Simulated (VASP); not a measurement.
Write the native input for VASP 6.6.1 that does the following.

| Quantity | Value |
| --- | --- |
| Task | single point |
| Functional | r2SCAN |
| Potentials or basis | VASP PAW PBE potentials, release 64 (Co) |
| Cutoff | 520 eV |
| k mesh | 5 × 5 × 5, shifted |
| Occupations | fermi-dirac, width 0.0236 eV |
| Spin | no spin polarisation |
| Dipole correction | no |
| Further INCAR settings | ALGO = Normal; EDIFF = 1e-07; NBANDS = 30 |

Co:

```
CELL_PARAMETERS angstrom
-0.07050 3.08295 3.24708
3.11367 -0.03618 3.21276
3.13611 3.07107 -0.05862
ATOMIC_POSITIONS crystal
Co 0.63176 0.62101 0.64382
Co 0.11418 0.61648 0.63184
Co 0.63567 0.61468 0.12247
Co 0.63236 0.13775 0.61630
Co 0.24331 0.22992 0.26858
```

One way to write it, as run:

POSCAR

```
Co
1.0
   -0.0705010000      3.0829520000      3.2470810000
    3.1136700000     -0.0361800000      3.2127600000
    3.1361070000      3.0710690000     -0.0586170000
Co
5
Direct
    0.6317560000      0.6210130000      0.6438170000
    0.1141780000      0.6164790000      0.6318360000
    0.6356750000      0.6146810000      0.1224680000
    0.6323560000      0.1377490000      0.6163040000
    0.2433120000      0.2299220000      0.2685750000
```

INCAR.step1

```
PREC = Accurate
ENCUT = 520
ISMEAR = -1
SIGMA = 0.0236
LREAL = False
LASPH = True
NELM = 100
NBANDS = 30
GGA = PE
ALGO = Normal
EDIFF = 1E-4
LWAVE = True
LCHARG = False
```

INCAR.step2

```
PREC = Accurate
ENCUT = 520
EDIFF = 1E-7
ISMEAR = -1
SIGMA = 0.0236
LREAL = False
LASPH = True
NELM = 100
ALGO = Normal
ISIF = 2
LWAVE = False
LCHARG = False
METAGGA = R2SCAN
LMIXTAU = True
NBANDS = 30
ISTART = 1
```

KPOINTS

```
Automatic mesh
0
Gamma
  5 5 5
  0.5 0.5 0.5
```

Potentials or basis: VASP PAW PBE potentials, release 64 (Co).

Command:

```bash
$ cat potpaw_PBE.64/Co/POTCAR > POTCAR
$ cp INCAR.step1 INCAR
$ mpirun -np 1 vasp_std > vasp.out
$ cp INCAR.step2 INCAR
$ mpirun -np 1 vasp_std > vasp.out
```

It gave:

The pressure is -1.6 GPa and the largest force is 1.614 eV/Å. The band gap on the k mesh is zero (an odd number of electrons rules out a gap without spin polarisation).

Caveat: the PAW data sets were made with another functional, which shifts forces and pressure a little; the run has no spin polarisation, though such a crystal can be magnetic.

Run time: 46 min on 1 thread of AMD EPYC 7571, on a shared host, peak memory 0.23 GiB.
